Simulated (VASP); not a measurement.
Here is a VASP 6.6.1 calculation.

File INCAR:

```
SYSTEM = Mg9O8
ALGO = Normal
EDIFF = 1E-6
EDIFFG = -0.03
ENCUT = 520
GGA = PE
IBRION = 2
ISIF = 2
ISMEAR = 0
LASPH = .TRUE.
LCHARG = .FALSE.
LREAL = Auto
LWAVE = .FALSE.
NELM = 80
NSW = 80
PREC = Accurate
SIGMA = 0.02
```

The input KPOINTS:

```
k-points
0
G
  3 3 3
  0 0 0
```

File POSCAR:

```
Mg9O8
1.0
    0.0000000000      4.0150000000      4.0150000000
    4.0150000000      0.0000000000      4.0150000000
    4.0150000000      4.0150000000      0.0000000000
Mg O
9 8
Direct
    0.0000000000      0.0000000000      0.0000000000
    0.0000000000      0.0000000000      0.5000000000
    0.0000000000      0.5000000000      0.0000000000
    0.0000000000      0.5000000000      0.5000000000
    0.5000000000      0.0000000000      0.0000000000
    0.5000000000      0.0000000000      0.5000000000
    0.5000000000      0.5000000000      0.0000000000
    0.5000000000      0.5000000000      0.5000000000
    1.1232297600      0.6324804000      1.1390505200
    0.2500000000      0.2500000000      0.2500000000
    0.2500000000      0.2500000000      0.7500000000
    0.2500000000      0.7500000000      0.2500000000
    0.2500000000      0.7500000000      0.7500000000
    0.7500000000      0.2500000000      0.2500000000
    0.7500000000      0.2500000000      0.7500000000
    0.7500000000      0.7500000000      0.2500000000
    0.7500000000      0.7500000000      0.7500000000
```

Potentials or basis: VASP PAW PBE potentials, release 64 (Mg, O).

The run is started by

```console
$ cat potpaw_PBE.64/Mg/POTCAR potpaw_PBE.64/O/POTCAR > POTCAR
$ mpirun -np 1 vasp_std > vasp.out
```

Q: Predict the energy gained by relaxing.

A: 397.6 meV/atom.

Q: What does it give for the band gap on the k mesh?

A: Zero (bands 33 and 34 overlap by 0.58 eV).

Forces in eV/Å, atoms in the order of the input:
```
Mg   0.007 -0.002  0.006
Mg  -0.002  0.003  0.002
Mg  -0.009 -0.008 -0.007
Mg   0.011  0.010 -0.005
Mg   0.004  0.006 -0.007
Mg   0.002  0.002  0.001
Mg   0.000  0.003  0.003
Mg   0.003 -0.006  0.006
Mg  -0.016 -0.008  0.001
O   -0.002  0.003  0.004
O    0.004  0.005  0.002
O   -0.015 -0.015 -0.012
O    0.001  0.003  0.001
O    0.005  0.002  0.002
O    0.003 -0.001 -0.003
O    0.000 -0.001  0.004
O    0.006  0.003  0.001
```

Caveat: the k points lie up to 0.45 Å⁻¹ apart, too coarse for converged energies and pressures of a metal.
